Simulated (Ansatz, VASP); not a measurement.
**Two plane-wave programs on EuS**

```xyz
4
Lattice="0.0000 2.9785 2.9785 2.9785 0.0000 2.9785 5.9570 5.9570 0.0000" Properties=species:S:1:pos:R:3 pbc="T T T"
Eu    2.9785    2.9785    2.9785
Eu    5.9570    5.9570    2.9785
S     0.0000    0.0000    0.0000
S     2.9785    2.9785    0.0000
```

Alike in both runs: task single point; functional PBE; k mesh 8 × 8 × 4; occupations gaussian, width 0.05 eV; collinear spin; Hubbard terms Eu f U = 6.0 eV.

|  | VASP | Ansatz |
| --- | --- | --- |
| version | VASP 6.6.1 | Ansatz 0.2.0 |
| potentials or method | VASP PAW PBE potentials, release 64 (Eu, S), cutoff 600 eV | scalar-relativistic, plane waves, PAW |
| valence electrons in the cell | 46 | 46 |

Ansatz gave:

```
gap on the k mesh at the Fermi level (eV)                     : 1.29
least direct gap on the mesh (eV)                             : 1.59
pressure (GPa)                                                : 0.8
net moment per atom (μB)                                      : 0.00
size of the moment on the site where the two differ most (μB) : 6.87
```

Q: Estimate VASP's values.

A: gap on the k mesh at the Fermi level (eV): 0.90; least direct gap on the mesh (eV): 1.05; pressure (GPa): 1.1; net moment per atom (μB): 0.00; size of the moment on the site where the two differ most (μB): 6.72.

Site moments also hang on the region over which each program counts them. The programs project onto different local orbitals, so the same U acts differently, and such runs can settle in different states. Ansatz's warnings: stability check not made.

Spin-orbit coupling is off throughout.
